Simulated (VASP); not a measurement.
W, 1 atom in the cell. It takes space group Im-3m (No. 229, cubic). Conventional cell: a = 3.247 Å, b = 3.247 Å, c = 3.247 Å, α = 90.00°, β = 90.00°, γ = 90.00°. W (site symmetry m-3m) has 14 W at 2.81 to 3.25 Å within 3.7 Å. 

```yaml
Program: VASP 6.6.1
Task: single point
Functional: PBE
Potentials_or_basis: VASP PAW PBE potentials, release 64 (W_sv)
Cutoff: 500 eV
k_mesh: 4 × 4 × 4
Occupations: fermi-dirac, width 0.1 eV
Spin: no spin polarisation
Dipole_correction: no
Further_INCAR_settings: ALGO = Normal; EDIFF = 1e-06; NBANDS = 13
```

Potentials or basis: VASP PAW PBE potentials, release 64 (W_sv).

Run with:

```console
$ cat potpaw_PBE.64/W_sv/POTCAR > POTCAR
$ mpirun -np 1 vasp_std > vasp.out
```

Hardware: 1 thread of Intel(R) Xeon(R) Platinum 8259CL CPU @ 2.50GHz (Skylake/Cascade Lake), on a shared host.

Question: How long does it take, and how much memory?

Answer: It took 3.3 s on 1 thread of Intel(R) Xeon(R) Platinum 8259CL CPU @ 2.50GHz (Skylake/Cascade Lake), with other jobs on the host, peak memory 0.13 GiB. Counts: scf iterations 11, k points 8.
